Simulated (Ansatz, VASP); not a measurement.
**One calculation of SrO, two programs**

```
CELL_PARAMETERS angstrom
0.00000 2.57989 2.62530
2.57989 0.00000 2.62530
2.57989 2.57989 0.00000
ATOMIC_POSITIONS crystal
Sr 0.00000 0.00000 0.00000
O 0.50000 0.50000 0.50000
```

Change from the starting cell: uniaxial_z strain +1.8%.

Alike in both runs: task single point; functional HSE06; k mesh 6 × 6 × 6; no spin polarisation.

|  | VASP | Ansatz |
| --- | --- | --- |
| version | VASP 6.6.1 | Ansatz 0.2.0 |
| potentials or method | VASP PAW PBE potentials, release 64 (Sr_sv, O) | plane waves, PAW |
| plane-wave cutoff (eV) | 520 | 420 |
| occupations | gaussian, width 0.01 eV | fixed |
| valence electrons in the cell | 16 | 16 |

Ansatz gave:

```
gap on the k mesh at the Fermi level (eV)                     : 4.76
pressure (GPa)                                                : -1.8
traceless stress, the component that is largest in VASP (GPa) : -1.23
```

Problem. Estimate VASP's values.

Solution. gap on the k mesh at the Fermi level (eV): 4.71; pressure (GPa): -1.3; traceless stress, the component that is largest in VASP (GPa): -1.30.

Ansatz's warnings: stress exchange threshold loose, stress scf threshold loose.
